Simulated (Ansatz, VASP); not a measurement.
Cr in VASP and in Ansatz

Contents of POSCAR:

```
Cr
1.0
   -1.3496510146      1.3496510146      1.3496510146
    1.3496510146     -1.3496510146      1.3496510146
    1.3496510146      1.3496510146     -1.3496510146
Cr
1
Direct
    0.0000000000      0.0000000000      0.0000000000
```

The input INCAR.step1:

```
SYSTEM = Cr
PREC = Accurate
ENCUT = 520
ISMEAR = -1
SIGMA = 0.08
LREAL = .False.
LASPH = .True.
NELM = 100
NBANDS = 12
GGA = PE
ALGO = Normal
EDIFF = 1E-4
LWAVE = .True.
LCHARG = .False.
```

Contents of INCAR.step2:

```
SYSTEM = Cr
PREC = Accurate
ENCUT = 520
EDIFF = 1E-6
ISMEAR = -1
SIGMA = 0.08
LREAL = .False.
LASPH = .True.
NELM = 100
ALGO = Normal
ISIF = 2
LWAVE = .False.
LCHARG = .False.
METAGGA = R2SCAN
LMIXTAU = .True.
NBANDS = 12
ISTART = 1
```

The input KPOINTS:

```
Automatic mesh
0
Gamma
  16 16 16
  0 0 0
```

Input for Ansatz:

```yaml
crystal:
  lattice:
    - [-1.3496510146, 1.3496510146, 1.3496510146]
    - [1.3496510146, -1.3496510146, 1.3496510146]
    - [1.3496510146, 1.3496510146, -1.3496510146]
  atoms:
    - { symbol: Cr, position: [0.0, 0.0, 0.0] }
kpoints:
  mp_grid: { grid: [16, 16, 16] }
scf:
  occupations: { method: fermi_dirac, width: 0.08 }
  lower_state_search: "off"
hamiltonian:
  xc: r2scan
  pseudopotentials: { kind: paw }
output:
  forces: true
  stress: true
  eigenvalues: true
  write_density: true
  write_potential: true
  elf: true
  volumetric_format: npy
```

Change from the starting cell: volume scaled by 0.82, no spin polarisation, PAW files.

Alike in both runs: task single point; functional r2SCAN; k mesh 16 × 16 × 16; occupations fermi-dirac, width 0.08 eV; no spin polarisation.

|  | VASP | Ansatz |
| --- | --- | --- |
| version | VASP 6.6.1 | Ansatz 0.2.0 |
| potentials or method | VASP PAW PBE potentials, release 64 (Cr_pv) | PAW with Ansatz's default frozen-core files, scalar-relativistic |
| plane-wave cutoff (eV) | 520 | 500 |
| valence electrons in the cell | 12 | 14 |

Ansatz gave:

- pressure (GPa): 52.4

Question: Estimate VASP's values.

Answer: Pressure (GPa): 53.7.

VASP's potentials were made for PBE, not for r2SCAN. Both programs put the cell under a high pressure, so it lies far from rest at this level. VASP's potentials hold 12 valence electrons a cell and Ansatz's 14, so a difference there can come from the potentials and not from the codes.
